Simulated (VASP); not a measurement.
A run of VASP 6.6.1:

Contents of INCAR:

```
SYSTEM = AlN
PREC = Accurate ; ENCUT = 520
EDIFF = 1E-6 ; ISMEAR = 0
SIGMA = 0.05 ; LREAL = .FALSE.
LASPH = .TRUE. ; NELM = 80
ALGO = Normal ; ISIF = 2
LWAVE = .FALSE. ; LCHARG = .FALSE.
GGA = CA ; NBANDS = 16
```

Contents of KPOINTS:

```
Automatic mesh
0
G
  8 8 6
  0 0 0
```

File POSCAR:

```
AlN
1.0
    0.0000000000     -1.9888743075     -1.9888743075
    0.0000000000      1.9888743075     -1.9888743075
    3.9777486148      0.0000000000      0.0000000000
Al N
2 2
Direct
    0.5000000000      0.5000000000      0.0000000000
    0.0000000000      0.0000000000      0.5000000000
    0.5000000000      0.5000000000      0.5000000000
    0.0000000000      1.0000000000      0.0000000000
```

Potentials or basis: VASP PAW LDA potentials, release 64 (Al, N).

Run with:

```sh
$ cat potpaw_LDA.64/Al/POTCAR potpaw_LDA.64/N/POTCAR > POTCAR
$ mpirun -np 1 vasp_std > vasp.out
```

Hardware: 1 thread of Intel(R) Xeon(R) Platinum 8488C (Sapphire Rapids) (shared host).

Task: How long does it take, and how much memory?

Result: It took 11 s on 1 thread of Intel(R) Xeon(R) Platinum 8488C (Sapphire Rapids), with other jobs on the host, peak memory 0.14 GiB. Counts: scf iterations 12, k points 60.
